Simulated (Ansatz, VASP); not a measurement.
# One calculation of HfH, two programs

```
Hf H
1.0
     3.10918    0.00000    0.00000
     0.00000    3.10918    0.00000
     0.00000    0.00000    3.10918
Hf H
1 1
Direct
  0.50000 0.50000 0.50000
  0.00000 0.00000 0.00000
```

Change from the starting cell: species swapped into the TiNi type (Pm-3m, No. 221).

Alike in both runs: task single point; functional PBE; k mesh 6 × 6 × 6; occupations gaussian, width 0.1 eV; no spin polarisation.

|  | VASP | Ansatz |
| --- | --- | --- |
| version | VASP 6.6.1 | Ansatz 0.2.0 |
| potentials or method | VASP PAW PBE potentials, release 64 (Hf_pv, H), cutoff 520 eV | scalar-relativistic, plane waves, PAW |
| valence electrons in the cell | 11 | 27 |

Ansatz gave:

* gap on the k mesh at the Fermi level (eV): none
* pressure (GPa): -14.3

Question: Which values does VASP return?

Answer: gap on the k mesh at the Fermi level (eV): none; pressure (GPa): -14.7.

A gap of «none» marks a metal or a gap that the smearing closes. VASP's potentials hold 11 valence electrons a cell and Ansatz's 27, so a difference there can come from the potentials and not from the codes.

Neither program's run includes spin-orbit coupling.
